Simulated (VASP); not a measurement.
# Ti (I4/mmm) in VASP: a series of runs

Runs on Ti. Level: PBE. Tasks: single point.

Program: VASP 6.6.1. These are calculated values, not measurements. Logs are shortened: lines on timing, memory, paths and dates and some standing lists are left out, and cuts for length are marked.

### 1 The cell of the first run

The structure is tetragonal, space group I4/mmm (No. 139). Conventional cell: a = 2.791 Å, b = 2.791 Å, c = 4.211 Å, α = 90.00°, β = 90.00°, γ = 90.00°. Within 3.7 Å of Ti (site symmetry 4/mmm) lie 12 Ti at 2.79 to 2.89 Å.

### 2 Single point, PBE (biaxial strain in the a-b plane: -4.0 %)

INCAR reads:

```
PREC     = Accurate       # precision mode
ENCUT    = 520            # plane-wave cutoff, eV
EDIFF    = 1E-7           # SCF threshold, eV
ISMEAR   = 0              # smearing method
SIGMA    = 0.1            # smearing width, eV
LREAL    = False          # projectors in reciprocal space
LASPH    = True           # aspherical terms in the spheres
NELM     = 60             # most SCF steps
ALGO     = Fast           # electronic algorithm
ISIF     = 2              # what is computed and relaxed
LWAVE    = False          # write WAVECAR
LCHARG   = True           # write CHGCAR
GGA      = PE             # functional
LELF     = True           # ELF
LVHAR    = True         
NBANDS   = 19             # bands
```

KPOINTS reads:

```
Automatic mesh
0
Gamma
  18 18 12
```

POSCAR reads:

```
Ti
1.0
    1.9737768218      1.9737768218      0.0000000000
   -1.9737768218      1.9737768218      0.0000000000
    0.0000000000      0.0000000000      4.2107238865
Ti
2
Direct
    0.0000000000      0.0000000000      0.0000000000
    0.5000000000      0.5000000000      0.5000000000
```

Potentials or basis: VASP PAW PBE potentials, release 64 (Ti_sv).

Launch:

```console
$ cat potpaw_PBE.64/Ti_sv/POTCAR > POTCAR
$ mpirun -np 1 vasp_std > vasp.out
```

OUTCAR:

```text
PREC = Accurate
   ENCUT = 520
   EDIFF = 1E-7
   ISMEAR = 0
   LREAL = False
   LASPH = True
   NELM = 60
   ISIF = 2
   GGA = PE

 ion  position               nearest neighbor table
   1  0.000  0.000  0.000-   2 2.89   2 2.89   2 2.89   2 2.89   2 2.89   2 2.89   2 2.89   2 2.89

   2  0.500  0.500  0.500-   1 2.89   1 2.89   1 2.89   1 2.89   1 2.89   1 2.89   1 2.89   1 2.89

  LATTYP: Found a simple tetragonal cell.
 ALAT       =     2.7913419505
 C/A-ratio  =     1.5084944665

  Lattice vectors:

 A1 = (   1.9737768218,   1.9737768218,   0.0000000000)
 A2 = (  -1.9737768218,   1.9737768218,   0.0000000000)
 A3 = (   0.0000000000,   0.0000000000,   4.2107238865)

Analysis of symmetry for initial positions (statically):
=====================================================================
 Subroutine PRICEL returns following result:

  LATTYP: Found a body centered tetragonal cell.
 ALAT       =     2.7913419505
 C/A-ratio  =     1.5084944665

  Lattice vectors:

 A1 = (   1.9737768218,   0.0000000000,  -2.1053619432)
 A2 = (  -1.9737768218,   0.0000000000,  -2.1053619433)
 A3 = (   0.0000000000,   1.9737768218,   2.1053619433)

   2 primitive cells build up your supercell.

 Routine SETGRP: Setting up the symmetry group for a
 simple tetragonal supercell.

 Subroutine GETGRP returns: Found 16 space group operations
 (whereof 16 operations were pure point group operations)
 out of a pool of 16 trial point group operations.

The static configuration has the point symmetry D_4h.

Analysis of symmetry for dynamics (positions and initial velocities):
=====================================================================
 Subroutine PRICEL returns following result:

  LATTYP: Found a body centered tetragonal cell.
 ALAT       =     2.7913419505
 C/A-ratio  =     1.5084944665

  Lattice vectors:

 A1 = (   1.9737768218,   0.0000000000,  -2.1053619432)
 A2 = (  -1.9737768218,   0.0000000000,  -2.1053619433)
 A3 = (   0.0000000000,   1.9737768218,   2.1053619433)

   2 primitive cells build up your supercell.

 Routine SETGRP: Setting up the symmetry group for a
 simple tetragonal supercell.

 Subroutine GETGRP returns: Found 16 space group operations
 (whereof 16 operations were pure point group operations)
 out of a pool of 16 trial point group operations.

The dynamic configuration has the point symmetry D_4h.

 Subroutine INISYM returns: Found 16 space group operations
 (whereof 16 operations are pure point group operations),
 and found     2 'primitive' translations

----------------------------------------------------------------------------------------

                                     Primitive cell

  volume of cell :      16.4041

  direct lattice vectors                    reciprocal lattice vectors
     1.973776822  0.000000000 -2.105361943     0.253321447  0.253321447 -0.237488856
    -1.973776822  0.000000000 -2.105361943    -0.253321447  0.253321447 -0.237488856
     0.000000000  1.973776822  2.105361943     0.000000000  0.506642893  0.000000000

  length of vectors
     2.885887013  2.885887013  2.885887013     0.429819110  0.429819110  0.506642893

  position of ions in fractional coordinates (direct lattice)
     0.000000000  0.000000000  0.000000000

  ion indices of the primitive-cell ions
   primitive index   ion index
                 1           1

----------------------------------------------------------------------------------------

 KPOINTS: Automatic mesh

Automatic generation of k-mesh.
 Grid dimensions read from file:
 generate k-points for:   18   18   12

 Generating k-lattice:

  Cartesian coordinates                     Fractional coordinates (reciprocal lattice)
     0.014073414  0.014073414  0.000000000     0.055555556  0.000000000  0.000000000
    -0.014073414  0.014073414  0.000000000     0.000000000  0.055555556  0.000000000
     0.000000000  0.000000000  0.019790738     0.000000000  0.000000000  0.083333333

  Length of vectors
     0.019902813  0.019902813  0.019790738

  Shift w.r.t. Gamma in fractional coordinates (k-lattice)
     0.000000000  0.000000000  0.000000000

 Subroutine IBZKPT returns following result:
 ===========================================

 Found    385 irreducible k-points:

 Following reciprocal coordinates:
            Coordinates               Weight
  0.000000  0.000000  0.000000      1.000000
  0.055556  0.000000  0.000000      4.000000
  0.111111  0.000000  0.000000      4.000000
  0.166667  0.000000  0.000000      4.000000
  0.222222  0.000000  0.000000      4.000000
  0.277778  0.000000  0.000000      4.000000
[... 16 lines left out ...]
  0.277778  0.111111  0.000000      8.000000
  0.333333  0.111111  0.000000      8.000000
 [... further k-points ...]
   k-points           NKPTS =    385   k-points in BZ     NKDIM =    385   number of bands    NBANDS=     19
   number of dos      NEDOS =    301   number of ions     NIONS =      2
   total plane-waves  NPLWV =  18432
   dimension x,y,z NGX =    24 NGY =   24 NGZ =   32
   dimension x,y,z NGXF=    48 NGYF=   48 NGZF=   64
   ions per type =               2
   NGX,Y,Z   is equivalent  to a cutoff of  14.29, 14.29, 12.63 a.u.
   NGXF,Y,Z  is equivalent  to a cutoff of  28.59, 28.59, 25.27 a.u.
 SYSTEM =  unknown system
   PREC   = accura    normal or accurate (medium, high low for compatibility)
   ISTART =      0    job   : 0-new  1-cont  2-samecut
   ICHARG =      2    charge: 1-file 2-atom 10-const
   ISPIN  =      1    spin polarized calculation?
   LNONCOLLINEAR =      F non collinear calculations
   LSORBIT =      F    spin-orbit coupling
   LASPH  =      T    aspherical Exc in radial PAW
   ENCUT  =  520.0 eV  38.22 Ry    6.18 a.u.   5.19  5.19  7.83*2*pi/ulx,y,z
   NELM   =     60;   NELMIN=  2; NELMDL= -5     # of ELM steps
   EDIFF  = 0.1E-06   stopping-criterion for ELM
   LREAL  =      F    real-space projection
   EDIFFG = 0.1E-05   stopping-criterion for IOM
   NSW    =      0    number of steps for IOM
   IBRION =     -1    ionic relax: 0-MD 1-quasi-New 2-CG
   NFREE  =      0    steps in history (QN), initial steepest desc. (CG)
   ISIF   =      2    stress and relaxation
   ISYM   =      2    0-nonsym 1-usesym 2-fastsym
   POTIM  = 0.5000    time-step for ionic-motion
   TEBEG  =    0.0;   TEEND  =   0.0 temperature during run
   PSTRESS=    0.0 pullay stress
   NELECT =      24.0000    total number of electrons
   NUPDOWN=      -1.0000    fix difference up-down
   EMIN   =  10.00;   EMAX   =-10.00  energy-range for DOS
   EFERMI =   0.00;   METHOD = LEGACY
   ISMEAR =     0;   SIGMA  =   0.10  broadening in eV -4-tet -1-fermi 0-gaus
   EFERMI_NEDOS =   21; number of points for ismear=-14 and -15
   IALGO  =     68    algorithm
   IMIX   =      4    mixing-type and parameters
     AMIX     =   0.40;   BMIX     =  1.00
     AMIX_MAG =   1.60;   BMIX_MAG =  1.00
  volume/ion in A,a.u.               =      16.40       110.70
  Fermi-wavevector in a.u.,A,eV,Ry     =   1.475087  2.787510 29.604666  2.175882
  Thomas-Fermi vector in A             =   2.589779
   LORBIT       =      0    0 simple, 1 ext, 2 COOP (PROOUT), +10 PAW based schemes
   GGA     = PE    functional components
   LHFCALC =     F    Hartree Fock is set to
   AEXX    =    0.0000 exact exchange contribution
   IVDW    =     0    specifies the selected vdW correction
   LEPSILON=     F    determine dielectric tensor
   LRPA    =     F    only Hartree local field effects (RPA)
 non-spin polarized calculation
 RMM-DIIS sequential band-by-band and
 Gauss-broadening in eV      SIGMA  =   0.10
  energy-cutoff  :      520.00
  volume of cell :       32.81
 maximum number of plane-waves:       900
 NGX is ok and might be reduce to    24
   NGX = 11   NGY = 11   NGZ = 15

 number of electron      23.9999989 magnetization

 Free energy of the ion-electron system (eV)
  ---------------------------------------------------
  ext. energy  EPLUGINS =         0.00000000
  ---------------------------------------------------
  free energy    TOTEN  =       -15.51655508 eV

  energy without entropy =      -15.49865760  energy(sigma->0) =      -15.50760634

 E-fermi :   8.8299     XC(G=0): -11.7696

 val. band max:        8.8291665672   @ k =   0.2778   0.0556   0.2500
 cond. band min:       8.8306183661   @ k =   0.4444   0.3333   0.5000
 fundamental gap:      0.0014517990
 Fermi energy:         8.8298873141

 k-point     1 :       0.0000    0.0000    0.0000
  band No.  band energies     occupation
      1     -47.7747      2.00000
      2     -47.5966      2.00000
      3     -24.3005      2.00000
      4     -23.7829      2.00000
      5     -23.7829      2.00000
      6     -23.5708      2.00000
[... 11 lines left out ...]
     18      12.6994      0.00000
     19      12.9446      0.00000

 k-point     2 :       0.0556    0.0000    0.0000
  band No.  band energies     occupation
      1     -47.7714      2.00000
      2     -47.5960      2.00000
      3     -24.2934      2.00000
      4     -23.7972      2.00000
      5     -23.7798      2.00000
      6     -23.5746      2.00000
[... 11 lines left out ...]
     18      12.6267      0.00000
     19      12.9253      0.00000

 k-point     3 :       0.1111    0.0000    0.0000
  band No.  band energies     occupation
      1     -47.7618      2.00000
      2     -47.5943      2.00000
      3     -24.2724      2.00000
      4     -23.8385      2.00000
      5     -23.7707      2.00000
      6     -23.6256      2.00000
[... 11 lines left out ...]
     18      12.4257      0.00000
     19      12.8670      0.00000

 k-point     4 :       0.1667    0.0000    0.0000
  band No.  band energies     occupation
      1     -47.7466      2.00000
      2     -47.5920      2.00000
      3     -24.2385      2.00000
      4     -23.9007      2.00000
      5     -23.7563      2.00000
      6     -23.7055      2.00000
[... 11 lines left out ...]
     18      12.1384      0.00000
     19      12.7705      0.00000

 k-point     5 :       0.2222    0.0000    0.0000
  band No.  band energies     occupation
      1     -47.7271      2.00000
      2     -47.5901      2.00000
      3     -24.1933      2.00000
      4     -23.9753      2.00000
      5     -23.8037      2.00000
      6     -23.7376      2.00000
[... 11 lines left out ...]
     18      11.8129      0.00000
     19      12.6367      0.00000

 k-point     6 :       0.2778    0.0000    0.0000
  band No.  band energies     occupation
      1     -47.7048      2.00000
      2     -47.5896      2.00000
      3     -24.1389      2.00000
      4     -24.0520      2.00000
      5     -23.9089      2.00000
      6     -23.7156      2.00000
[... 11 lines left out ...]
     18      11.7869      0.00000
     19      12.4675      0.00000

 k-point     7 :       0.3333    0.0000    0.0000
  band No.  band energies     occupation
      1     -47.6814      2.00000
      2     -47.5916      2.00000
      3     -24.1203      2.00000
      4     -24.0778      2.00000
      5     -24.0096      2.00000
      6     -23.7108      2.00000
[... 11 lines left out ...]
     18      12.2355      0.00000
     19      12.2662      0.00000

 k-point     8 :       0.3889    0.0000    0.0000
  band No.  band energies     occupation
      1     -47.6585      2.00000
      2     -47.5969      2.00000
      3     -24.1710      2.00000
      4     -24.0956      2.00000
      5     -24.0125      2.00000
      6     -23.7613      2.00000
[... 256 lines left out ...]
 k-point    20 :       0.1111    0.1111    0.0000
  band No.  band energies     occupation
      1     -47.7492      2.00000
      2     -47.5916      2.00000
      3     -24.2455      2.00000
      4     -23.8468      2.00000
      5     -23.8059      2.00000
      6     -23.6535      2.00000
[... 11 lines left out ...]
     18      12.1507      0.00000
     19      12.9224      0.00000

 k-point    21 :       0.1667    0.1111    0.0000
  band No.  band energies     occupation
      1     -47.7345      2.00000
      2     -47.5890      2.00000
      3     -24.2130      2.00000
      4     -23.8991      2.00000
      5     -23.8016      2.00000
      6     -23.7215      2.00000
[... 11 lines left out ...]
     18      11.8736      0.00000
     19      12.8761      0.00000

 k-point    22 :       0.2222    0.1111    0.0000
  band No.  band energies     occupation
      1     -47.7155      2.00000
      2     -47.5866      2.00000
      3     -24.1699      2.00000
      4     -23.9720      2.00000
      5     -23.8153      2.00000
      6     -23.7848      2.00000
[... 11 lines left out ...]
     18      11.6412      0.00000
     19      12.7688      0.00000

 k-point    23 :       0.2778    0.1111    0.0000
  band No.  band energies     occupation
      1     -47.6939      2.00000
      2     -47.5855      2.00000
      3     -24.1180      2.00000
      4     -24.0486      2.00000
      5     -23.9175      2.00000
      6     -23.7636      2.00000
[... 11 lines left out ...]
     18      11.8446      0.00000
     19      12.6135      0.00000

 k-point    24 :       0.3333    0.1111    0.0000
  band No.  band energies     occupation
      1     -47.6712      2.00000
      2     -47.5868      2.00000
      3     -24.1173      2.00000
      4     -24.0598      2.00000
      5     -24.0159      2.00000
      6     -23.7403      2.00000
[... 11 lines left out ...]
     18      12.2284      0.00000
     19      12.4190      0.00000

 [... further k-points ...]

------------------------ aborting loop because EDIFF is reached ----------------------------------------

  FORCE on cell =-STRESS in cart. coord.  units (eV):
  Direction    XX          YY          ZZ          XY          YZ          ZX
  --------------------------------------------------------------------------------------
  -------------------------------------------------------------------------------------
  Total        1.4298140      1.4298140      0.9728690      0.0000000      0.0000000      0.0000000
  in kB       69.8244128     69.8244128     47.5096798      0.0000000      0.0000000      0.0000000
  external PRESSURE =      62.3861685 kB  Pullay stress =       0.0000000 kB

 VOLUME and BASIS-vectors are now :
 -----------------------------------------------------------------------------
  energy-cutoff  :      520.00
  volume of cell :       32.81
      direct lattice vectors                 reciprocal lattice vectors
     1.973776822  1.973776822  0.000000000     0.253321447  0.253321447  0.000000000
    -1.973776822  1.973776822  0.000000000    -0.253321447  0.253321447  0.000000000
     0.000000000  0.000000000  4.210723887     0.000000000  0.000000000  0.237488856

 POSITION                                       TOTAL-FORCE (eV/Angst)
 -----------------------------------------------------------------------------------
      0.00000      0.00000      0.00000        -0.000000      0.000000     -0.000000
      0.00000      1.97378      2.10536         0.000000     -0.000000      0.000000
 -----------------------------------------------------------------------------------
    total drift:                               -0.000000      0.000000     -0.000000

  FREE ENERGIE OF THE ION-ELECTRON SYSTEM (eV)
  ---------------------------------------------------
  free  energy   TOTEN  =       -15.5165550830 eV

  energy  without entropy=      -15.4986576045  energy(sigma->0) =      -15.50760634
```

It took 15 min on 1 thread of AMD EPYC 7R13, shared host; peak memory 0.28 GiB.

What came out:

```
Free energy            : -15.5166 eV
Pressure               : 6.2 GPa
Band gap on the k mesh : zero (bands 12 and 13 overlap by 1.33 eV)
```

Stress tensor (GPa, compression positive):
```
6.98 0.00 0.00
0.00 6.98 0.00
0.00 0.00 4.75
```

Levels at points of the mesh, in eV from the Fermi level:
| k point | band 9 | band 10 | band 11 | band 12 | band 13 | band 14 | band 15 | band 16 |
| --- | --- | --- | --- | --- | --- | --- | --- | --- |
| (0.00, 0.00, 0.00) | -6.21 | -2.78 | -1.76 | 0.56 | 1.13 | 1.13 | 2.33 | 2.33 |
| (0.50, 0.00, 0.00) | -1.97 | -1.97 | -0.59 | -0.59 | -0.04 | -0.04 | 1.90 | 1.90 |
| (0.50, 0.50, 0.00) | -2.76 | -2.76 | -1.88 | -1.88 | 3.55 | 3.55 | 3.79 | 3.79 |
| (0.00, 0.00, 0.50) | -3.99 | -3.99 | -0.73 | -0.73 | 0.89 | 0.89 | 2.33 | 2.33 |
| (0.50, 0.00, 0.50) | -2.71 | -2.71 | 0.51 | 0.51 | 0.81 | 0.81 | 1.09 | 1.09 |
| (0.50, 0.50, 0.50) | -1.80 | -1.80 | -0.32 | -0.32 | -0.32 | -0.32 | 2.18 | 2.18 |

Caveat: the cell differs from its parent crystal (biaxial strain in the a-b plane: -4.0 %); the cell stands under pressure.

(Continued in part 2 of 2.)
